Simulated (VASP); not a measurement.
A run of VASP 6.6.1:

POSCAR

```
Mg3CdS4
1.0
    5.3134949000      0.0000000000      0.0000000000
    0.0000000000      5.3134949000      0.0000000000
    0.0000000000      0.0000000000      5.3134949000
Mg Cd S
3 1 4
Direct
    0.5000000000      0.0000000000      0.5000000000
    0.5000000000      0.5000000000      0.0000000000
    0.0000000000      0.5000000000      0.5000000000
    0.0000000000      0.0000000000      0.0000000000
    0.0000000000      0.5000000000      0.0000000000
    0.5000000000      0.5000000000      0.5000000000
    0.0000000000      0.0000000000      0.5000000000
    0.5000000000      0.0000000000      0.0000000000
```

Contents of INCAR.step1:

```
SYSTEM = Mg3CdS4
ALGO     = Normal         ! electronic algorithm
EDIFF    = 1E-6           ! SCF threshold, eV
ENCUT    = 520            ! plane-wave cutoff, eV
GGA      = PE             ! functional
ISIF     = 2              ! what is computed and relaxed
ISMEAR   = 0              ! smearing method
LASPH    = .TRUE.         ! aspherical terms in the spheres
LCHARG   = .TRUE.         ! write CHGCAR
LREAL    = .FALSE.        ! projectors in reciprocal space
LWAVE    = .FALSE.        ! write WAVECAR
NBANDS   = 31             ! bands
NELM     = 100            ! most SCF steps
PREC     = Accurate       ! precision mode
SIGMA    = 0.02           ! smearing width, eV
```

KPOINTS.step1

```
k-points
0
G
  8 8 8
  0 0 0
```

The input INCAR.step2:

```
SYSTEM = Mg3CdS4
ALGO     = Normal         ! electronic algorithm
EDIFF    = 1E-6           ! SCF threshold, eV
ENCUT    = 520            ! plane-wave cutoff, eV
GGA      = PE             ! functional
ICHARG   = 11             ! starting density
ISIF     = 2              ! what is computed and relaxed
ISMEAR   = -5             ! smearing method
LASPH    = .TRUE.         ! aspherical terms in the spheres
LCHARG   = .FALSE.        ! write CHGCAR
LORBIT   = 10             ! projections on sites
LREAL    = .FALSE.        ! projectors in reciprocal space
LWAVE    = .FALSE.        ! write WAVECAR
NBANDS   = 31             ! bands
NEDOS    = 1001           ! points of the DOS
NELM     = 100            ! most SCF steps
PREC     = Accurate       ! precision mode
SIGMA    = 0.02           ! smearing width, eV
```

The input KPOINTS.step2:

```
k-points
0
G
  12 12 12
  0 0 0
```

Potentials or basis: VASP PAW PBE potentials, release 64 (Mg, Cd, S).

Run with:

```console
$ cat potpaw_PBE.64/Mg/POTCAR potpaw_PBE.64/Cd/POTCAR potpaw_PBE.64/S/POTCAR > POTCAR
$ cp INCAR.step1 INCAR
$ cp KPOINTS.step1 KPOINTS
$ mpirun -np 1 vasp_std > vasp.out
$ cp INCAR.step2 INCAR
$ cp KPOINTS.step2 KPOINTS
$ mpirun -np 1 vasp_std > vasp.out
```

Hardware: 1 thread of Intel(R) Xeon(R) 6975P-C (Granite Rapids) (shared host).

Task: Estimate the wall time of this run.

Result: Wall time 2.1 min on 1 thread of Intel(R) Xeon(R) 6975P-C (Granite Rapids), with other jobs on the host, peak memory 0.48 GiB. Counts: k points 84.
